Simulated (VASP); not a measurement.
# TiNi (Pm-3m) in VASP: notebook, part 2 of 2

VASP 6.6.1. The steps go on from the part before.

## (4) Single point, r2SCAN, collinear spin, ferromagnetic start

The input, POSCAR:

```
TiNi
1.0
    2.9880661300      0.0000000000      0.0000000000
    0.0000000000      2.9880661300      0.0000000000
    0.0000000000      0.0000000000      2.9880661300
Ti Ni
1 1
Direct
    0.5000000000      0.5000000000      0.5000000000
    0.0000000000      0.0000000000      0.0000000000
```

The input, INCAR.step1:

```
ALGO = Normal
EDIFF = 1E-4
ENCUT = 520
GGA = PE
ISMEAR = -1
ISPIN = 2
LASPH = True
LCHARG = False
LMAXMIX = 4
LREAL = False
LWAVE = True
MAGMOM = 0.41 0.25
NBANDS = 22
NELM = 150
NUPDOWN = 0.7
PREC = Accurate
SIGMA = 0.05
```

The input, INCAR.step2:

```
ALGO = Normal
EDIFF = 1E-6
ENCUT = 520
ISIF = 2
ISMEAR = -1
ISPIN = 2
ISTART = 1
LASPH = True
LCHARG = False
LMAXMIX = 4
LMIXTAU = True
LORBIT = 11
LREAL = False
LWAVE = False
MAGMOM = 0.41 0.25
METAGGA = R2SCAN
NBANDS = 22
NELM = 150
NUPDOWN = 0.7
PREC = Accurate
SIGMA = 0.05
```

The input, KPOINTS:

```
k-points
0
Gamma
  10 10 10
```

Potentials or basis: VASP PAW PBE potentials, release 64 (Ti_sv, Ni).

Run with:

```bash
> cat potpaw_PBE.64/Ti_sv/POTCAR potpaw_PBE.64/Ni/POTCAR > POTCAR
> cp INCAR.step1 INCAR
> mpirun -np 1 vasp_std > vasp.out
> cp INCAR.step2 INCAR
> mpirun -np 1 vasp_std > vasp.out
```

OUTCAR:

```text
EDIFF = 1E-6
   ENCUT = 520
   ISIF = 2
   ISMEAR = -1
   ISPIN = 2
   ISTART = 1
   LASPH = True
   LORBIT = 11
   LREAL = False
   METAGGA = R2SCAN
   NELM = 150
   NUPDOWN = 0.7
   PREC = Accurate

 ion  position               nearest neighbor table
   1  0.500  0.500  0.500-   2 2.59   2 2.59   2 2.59   2 2.59   2 2.59   2 2.59   2 2.59   2 2.59

   2  0.000  0.000  0.000-   1 2.59   1 2.59   1 2.59   1 2.59   1 2.59   1 2.59   1 2.59   1 2.59

  LATTYP: Found a simple cubic cell.
 ALAT       =     2.9880661300

  Lattice vectors:

 A1 = (   2.9880661300,   0.0000000000,   0.0000000000)
 A2 = (   0.0000000000,   2.9880661300,   0.0000000000)
 A3 = (   0.0000000000,   0.0000000000,   2.9880661300)

Analysis of symmetry for initial positions (statically):
=====================================================================
 Subroutine PRICEL returns:
 Original cell was already a primitive cell.

 Routine SETGRP: Setting up the symmetry group for a
 simple cubic supercell.

 Subroutine GETGRP returns: Found 48 space group operations
 (whereof 48 operations were pure point group operations)
 out of a pool of 48 trial point group operations.

The static configuration has the point symmetry O_h .

Analysis of symmetry for dynamics (positions and initial velocities):
=====================================================================
 Subroutine PRICEL returns:
 Original cell was already a primitive cell.

 Routine SETGRP: Setting up the symmetry group for a
 simple cubic supercell.

 Subroutine GETGRP returns: Found 48 space group operations
 (whereof 48 operations were pure point group operations)
 out of a pool of 48 trial point group operations.

The dynamic configuration has the point symmetry O_h .

Analysis of structural, dynamic, and magnetic symmetry:
=====================================================================
 Subroutine PRICEL returns:
 Original cell was already a primitive cell.

 Routine SETGRP: Setting up the symmetry group for a
 simple cubic supercell.
[... 147 lines left out ...]
  ext. energy  EPLUGINS =         0.00000000
  ---------------------------------------------------
  free energy    TOTEN  =       -25.56308742 eV

  energy without entropy =      -25.53212035  energy(sigma->0) =      -25.54760388

 E-fermi :   9.5149     XC(G=0): -13.5496

 val. band max:        9.5934479191   @ k =   0.3000   0.3000   0.2000
 cond. band min:       9.5150914748   @ k =   0.4000   0.3000   0.1000
 fundamental gap:     -0.0783564443
 Fermi energy:         9.6053783816

 spin component 1

 k-point     1 :       0.0000    0.0000    0.0000
  band No.  band energies     occupation
      1     -50.1802      1.00000
      2     -25.2301      1.00000
      3     -25.2301      1.00000
      4     -25.2301      1.00000
      5       1.2404      1.00000
      6       5.2985      1.00000
[... 589 lines left out ...]
     21      27.8980      0.00000
     22      27.9866      0.00000

 [... further k-points ...]

 spin component 2

 k-point     1 :       0.0000    0.0000    0.0000
  band No.  band energies     occupation
      1     -49.6810      1.00000
      2     -24.7334      1.00000
      3     -24.7334      1.00000
      4     -24.7334      1.00000
      5       1.4116      1.00000
      6       5.7651      1.00000
[... 589 lines left out ...]
     21      28.3203      0.00000
     22      28.3471      0.00000

 [... further k-points ...]

------------------------ aborting loop because EDIFF is reached ----------------------------------------

  FORCE on cell =-STRESS in cart. coord.  units (eV):
  Direction    XX          YY          ZZ          XY          YZ          ZX
  --------------------------------------------------------------------------------------
  -------------------------------------------------------------------------------------
  Total        0.1974298      0.1974298      0.1974298     -0.0000000      0.0000000     -0.0000000
  in kB       11.8563933     11.8563933     11.8563933     -0.0000000      0.0000000     -0.0000000
  external PRESSURE =      11.8563933 kB  Pullay stress =       0.0000000 kB

 VOLUME and BASIS-vectors are now :
 -----------------------------------------------------------------------------
  energy-cutoff  :      520.00
  volume of cell :       26.68
      direct lattice vectors                 reciprocal lattice vectors
     2.988066130  0.000000000  0.000000000     0.334664615  0.000000000  0.000000000
     0.000000000  2.988066130  0.000000000     0.000000000  0.334664615  0.000000000
     0.000000000  0.000000000  2.988066130     0.000000000  0.000000000  0.334664615

 POSITION                                       TOTAL-FORCE (eV/Angst)
 -----------------------------------------------------------------------------------
      1.49403      1.49403      1.49403         0.000000      0.000000      0.000000
      0.00000      0.00000      0.00000         0.000000      0.000000      0.000000
 -----------------------------------------------------------------------------------
    total drift:                                0.000000      0.000000     -0.000000

  FREE ENERGIE OF THE ION-ELECTRON SYSTEM (eV)
  ---------------------------------------------------
  free  energy   TOTEN  =       -25.5630874162 eV

  energy  without entropy=      -25.5321203522  energy(sigma->0) =      -25.54760388

 total charge

# of ion       s       p       d       tot
------------------------------------------
    1        2.235   6.174   1.811  10.220
    2        0.599   0.507   8.338   9.444
--------------------------------------------------
tot          2.834   6.682  10.148  19.664

 magnetization (x)

# of ion       s       p       d       tot
------------------------------------------
    1        0.008   0.012   0.386   0.405
    2        0.001   0.016   0.187   0.204
--------------------------------------------------
tot          0.009   0.027   0.572   0.609
```

OSZICAR.step1:

```text
N       E                     dE             d eps       ncg     rms          rms(c)
DAV:   1     0.180442265861E+03    0.18044E+03   -0.10059E+04  5144   0.127E+03
DAV:   2    -0.369416489616E+00   -0.18081E+03   -0.17246E+03  4976   0.318E+02
DAV:   3    -0.156169679211E+02   -0.15248E+02   -0.14841E+02  7354   0.889E+01
DAV:   4    -0.162460894854E+02   -0.62912E+00   -0.62668E+00  5466   0.151E+01
DAV:   5    -0.162654830950E+02   -0.19394E-01   -0.19390E-01  6060   0.243E+00    0.132E+01
DAV:   6    -0.145766885690E+02    0.16888E+01   -0.85812E+00  5640   0.427E+01    0.785E+00
DAV:   7    -0.154497170591E+02   -0.87303E+00   -0.11227E+01  5950   0.351E+01    0.169E+01
DAV:   8    -0.139883175422E+02    0.14614E+01   -0.87098E+00  5594   0.251E+01    0.164E+00
DAV:   9    -0.139980734996E+02   -0.97560E-02   -0.21806E-01  6982   0.459E+00    0.161E+00
DAV:  10    -0.139895557565E+02    0.85177E-02   -0.34948E-02  6372   0.199E+00    0.718E-01
DAV:  11    -0.139881772793E+02    0.13785E-02   -0.38779E-03  7026   0.624E-01    0.247E-01
DAV:  12    -0.139880078720E+02    0.16941E-03   -0.74524E-04  6116   0.233E-01    0.984E-02
DAV:  13    -0.139879399152E+02    0.67957E-04   -0.15853E-04  3066   0.112E-01
   1 F= -.13987940E+02 E0= -.13972733E+02  d E =-.304132E-01  mag=     0.7000
```

It took 82 s on 1 thread of Intel Xeon 6975P-C (Granite Rapids), shared host; peak memory 0.18 GiB.

Results:

* Free energy: -25.5631 eV
* Pressure: 1.2 GPa
* Net moment: 0.70 μB per cell
* Site moments: Ti +0.41; Ni +0.20 μB
* Valence electrons inside the program's atomic spheres: Ti 10.22; Ni 9.44

Caveat: the PAW data sets were made with another functional, which shifts forces and pressure a little; the total moment is fixed, so each spin has its own Fermi level.

## (5) Single point, r2SCAN, collinear spin, ferromagnetic start

POSCAR is that of step 4.

The input, INCAR.step1:

```
  ALGO = Normal
  EDIFF = 1E-4
  ENCUT = 520
  GGA = PE
  ISMEAR = -1
  ISPIN = 2
  LASPH = True
  LCHARG = False
  LMAXMIX = 4
  LREAL = False
  LWAVE = True
  MAGMOM = 0.56 0.49
  NBANDS = 22
  NELM = 150
  NUPDOWN = 1.1
  PREC = Accurate
  SIGMA = 0.05
```

The input, INCAR.step2:

```
  ALGO = Normal
  EDIFF = 1E-6
  ENCUT = 520
  ISIF = 2
  ISMEAR = -1
  ISPIN = 2
  ISTART = 1
  LASPH = True
  LCHARG = False
  LMAXMIX = 4
  LMIXTAU = True
  LORBIT = 11
  LREAL = False
  LWAVE = False
  MAGMOM = 0.56 0.49
  METAGGA = R2SCAN
  NBANDS = 22
  NELM = 150
  NUPDOWN = 1.1
  PREC = Accurate
  SIGMA = 0.05
```

KPOINTS is that of step 4.

Potentials or basis: VASP PAW PBE potentials, release 64 (Ti_sv, Ni).

Run with:

```bash
> cat potpaw_PBE.64/Ti_sv/POTCAR potpaw_PBE.64/Ni/POTCAR > POTCAR
> cp INCAR.step1 INCAR
> mpirun -np 1 vasp_std > vasp.out
> cp INCAR.step2 INCAR
> mpirun -np 1 vasp_std > vasp.out
```

OUTCAR:

```text
EDIFF = 1E-6
   ENCUT = 520
   ISIF = 2
   ISMEAR = -1
   ISPIN = 2
   ISTART = 1
   LASPH = True
   LORBIT = 11
   LREAL = False
   METAGGA = R2SCAN
   NELM = 150
   NUPDOWN = 1.1
   PREC = Accurate

 ion  position               nearest neighbor table
   1  0.500  0.500  0.500-   2 2.59   2 2.59   2 2.59   2 2.59   2 2.59   2 2.59   2 2.59   2 2.59

   2  0.000  0.000  0.000-   1 2.59   1 2.59   1 2.59   1 2.59   1 2.59   1 2.59   1 2.59   1 2.59

  LATTYP: Found a simple cubic cell.
 ALAT       =     2.9880661300

  Lattice vectors:

 A1 = (   2.9880661300,   0.0000000000,   0.0000000000)
 A2 = (   0.0000000000,   2.9880661300,   0.0000000000)
 A3 = (   0.0000000000,   0.0000000000,   2.9880661300)

Analysis of symmetry for initial positions (statically):
=====================================================================
 Subroutine PRICEL returns:
 Original cell was already a primitive cell.

 Routine SETGRP: Setting up the symmetry group for a
 simple cubic supercell.

 Subroutine GETGRP returns: Found 48 space group operations
[... 1390 lines left out ...]
     22      28.4504      0.00000

 [... further k-points ...]

------------------------ aborting loop because EDIFF is reached ----------------------------------------

  FORCE on cell =-STRESS in cart. coord.  units (eV):
  Direction    XX          YY          ZZ          XY          YZ          ZX
  --------------------------------------------------------------------------------------
  -------------------------------------------------------------------------------------
  Total        0.3129898      0.3129898      0.3129898     -0.0000000      0.0000000      0.0000000
  in kB       18.7962038     18.7962038     18.7962038     -0.0000000      0.0000000      0.0000000
  external PRESSURE =      18.7962038 kB  Pullay stress =       0.0000000 kB

 VOLUME and BASIS-vectors are now :
 -----------------------------------------------------------------------------
  energy-cutoff  :      520.00
  volume of cell :       26.68
      direct lattice vectors                 reciprocal lattice vectors
     2.988066130  0.000000000  0.000000000     0.334664615  0.000000000  0.000000000
     0.000000000  2.988066130  0.000000000     0.000000000  0.334664615  0.000000000
     0.000000000  0.000000000  2.988066130     0.000000000  0.000000000  0.334664615

 POSITION                                       TOTAL-FORCE (eV/Angst)
 -----------------------------------------------------------------------------------
      1.49403      1.49403      1.49403         0.000000      0.000000      0.000000
      0.00000      0.00000      0.00000         0.000000      0.000000      0.000000
 -----------------------------------------------------------------------------------
    total drift:                                0.000000      0.000000     -0.000000

  FREE ENERGIE OF THE ION-ELECTRON SYSTEM (eV)
  ---------------------------------------------------
  free  energy   TOTEN  =       -25.5538159340 eV

  energy  without entropy=      -25.5281557205  energy(sigma->0) =      -25.54098583

 total charge

# of ion       s       p       d       tot
------------------------------------------
    1        2.232   6.174   1.823  10.229
    2        0.597   0.506   8.330   9.433
--------------------------------------------------
tot          2.829   6.680  10.153  19.663

 magnetization (x)

# of ion       s       p       d       tot
------------------------------------------
    1        0.012   0.017   0.526   0.555
    2        0.010   0.025   0.385   0.421
--------------------------------------------------
tot          0.022   0.043   0.912   0.976
```

OUTCAR.step1:

```text
EDIFF = 1E-4
   ENCUT = 520
   GGA = PE
   ISMEAR = -1
   ISPIN = 2
[... 1444 lines left out ...]
      1.49403      1.49403      1.49403         0.000000      0.000000      0.000000
      0.00000      0.00000      0.00000         0.000000      0.000000      0.000000
 -----------------------------------------------------------------------------------
    total drift:                                0.000000      0.000000     -0.000000

  FREE ENERGIE OF THE ION-ELECTRON SYSTEM (eV)
  ---------------------------------------------------
  free  energy   TOTEN  =       -13.9458437119 eV

  energy  without entropy=      -13.9196727714  energy(sigma->0) =      -13.93275824
```

Wall time 78 s (1 thread of Intel Xeon 6975P-C (Granite Rapids), shared host); peak memory 0.19 GiB.

Results:

* Free energy: -25.5538 eV
* Pressure: 1.9 GPa
* Net moment: 1.10 μB per cell
* Site moments: Ti +0.56; Ni +0.42 μB
* Valence electrons inside the program's atomic spheres: Ti 10.23; Ni 9.43

Caveat: the PAW data sets were made with another functional, which shifts forces and pressure a little; the total moment is fixed, so each spin has its own Fermi level.

## (6) Single point, r2SCAN, collinear spin, ferromagnetic start

POSCAR is that of step 5.

The input, INCAR.step1:

```
ALGO = Normal ; EDIFF = 1E-4
ENCUT = 520 ; GGA = PE
ISMEAR = -1 ; ISPIN = 2
LASPH = T ; LCHARG = F
LMAXMIX = 4 ; LREAL = F
LWAVE = T ; MAGMOM = 0.67 0.68
NBANDS = 22 ; NELM = 150
NUPDOWN = 1.4 ; PREC = Accurate
SIGMA = 0.05
```

The input, INCAR.step2:

```
ALGO = Normal ; EDIFF = 1E-6
ENCUT = 520 ; ISIF = 2
ISMEAR = -1 ; ISPIN = 2
ISTART = 1 ; LASPH = T
LCHARG = T ; LELF = T
LMAXMIX = 4 ; LMIXTAU = T
LORBIT = 11 ; LREAL = F
LVHAR = T ; LWAVE = F
MAGMOM = 0.67 0.68 ; METAGGA = R2SCAN
NBANDS = 22 ; NELM = 150
NUPDOWN = 1.4 ; PREC = Accurate
SIGMA = 0.05
```

KPOINTS is that of step 5.

Potentials or basis: VASP PAW PBE potentials, release 64 (Ti_sv, Ni).

Run with:

```bash
> cat potpaw_PBE.64/Ti_sv/POTCAR potpaw_PBE.64/Ni/POTCAR > POTCAR
> cp INCAR.step1 INCAR
> mpirun -np 1 vasp_std > vasp.out
> cp INCAR.step2 INCAR
> mpirun -np 1 vasp_std > vasp.out
```

Run time: 85 s. Hardware: 1 thread of Intel Xeon 6975P-C (Granite Rapids), shared host; peak memory 0.19 GiB.

The run converged. Its results:

| Quantity | Value |
| --- | --- |
| Free energy | -25.5468 eV |
| Pressure | 2.6 GPa |
| Net moment | 1.40 μB per cell |
| Site moments | Ti +0.66; Ni +0.58 μB |
| Valence electrons inside the program's atomic spheres | Ti 10.24; Ni 9.42 |

Caveat: the PAW data sets were made with another functional, which shifts forces and pressure a little; the total moment is fixed, so each spin has its own Fermi level.

## (7) Single point, r2SCAN, collinear spin, ferromagnetic start

POSCAR is that of step 6.

The input, INCAR.step1:

```
SYSTEM = TiNi
PREC = Accurate
ENCUT = 520
ISMEAR = -1
SIGMA = 0.05
LREAL = .False.
LASPH = .True.
NELM = 150
ISPIN = 2
MAGMOM = 0.79 0.94
NUPDOWN = 1.8
LMAXMIX = 4
NBANDS = 22
GGA = PE
ALGO = Normal
EDIFF = 1E-4
LWAVE = .True.
LCHARG = .False.
```

The input, INCAR.step2:

```
SYSTEM = TiNi
PREC = Accurate
ENCUT = 520
EDIFF = 1E-7
ISMEAR = -1
SIGMA = 0.05
LREAL = .False.
LASPH = .True.
NELM = 150
ALGO = Normal
ISIF = 2
LWAVE = .False.
LCHARG = .True.
ISPIN = 2
MAGMOM = 0.79 0.94
LORBIT = 11
NUPDOWN = 1.8
LMAXMIX = 4
METAGGA = R2SCAN
LMIXTAU = .True.
LELF = .True.
LVHAR = .True.
NBANDS = 22
ISTART = 1
```

The input, KPOINTS:

```
Automatic mesh
0
Gamma
  10 10 10
  0 0 0
```

Run with:

```bash
> cat potpaw_PBE.64/Ti_sv/POTCAR potpaw_PBE.64/Ni/POTCAR > POTCAR
> cp INCAR.step1 INCAR
> mpirun -np 1 vasp_std > vasp.out
> cp INCAR.step2 INCAR
> mpirun -np 1 vasp_std > vasp.out
```

It took 100 s on 1 thread of Intel Xeon 6975P-C (Granite Rapids), shared host; peak memory 0.19 GiB.

Results (log left out):

```
Free energy                                           : -25.5071 eV
Pressure                                              : 4.1 GPa
Net moment                                            : 1.80 μB per cell
Site moments                                          : Ti +0.78; Ni +0.82 μB
Valence electrons inside the program's atomic spheres : Ti 10.25; Ni 9.39
```

Caveat: the PAW data sets were made with another functional, which shifts forces and pressure a little; the total moment is fixed, so each spin has its own Fermi level.

## (8) Overview

| spin | fixed moment (μB) | pressure (GPa) | moment (μB) |
| --- | --- | --- | --- |
| collinear, zero start | 0.0 | 0.5 | 0.00 |
| collinear, ferromagnetic start | 0.4 | 0.8 | 0.40 |
| collinear, ferromagnetic start | 0.7 | 1.2 | 0.70 |
| collinear, ferromagnetic start | 1.1 | 1.9 | 1.10 |
| collinear, ferromagnetic start | 1.4 | 2.6 | 1.40 |
| collinear, ferromagnetic start | 1.8 | 4.1 | 1.80 |

Alike in all rows: task single point; level r2SCAN; potentials or basis VASP PAW PBE potentials, release 64 (Ti_sv, Ni); cell as given; k mesh 10 × 10 × 10; cutoff (eV) 520; smearing fermi-dirac 0.05 eV.

Caveats: the PAW data sets were made with another functional, which shifts forces and pressure a little; the total moment is fixed, so each spin has its own Fermi level.

Total energies depend on the potentials used, so only differences within one code and one set of settings carry meaning.
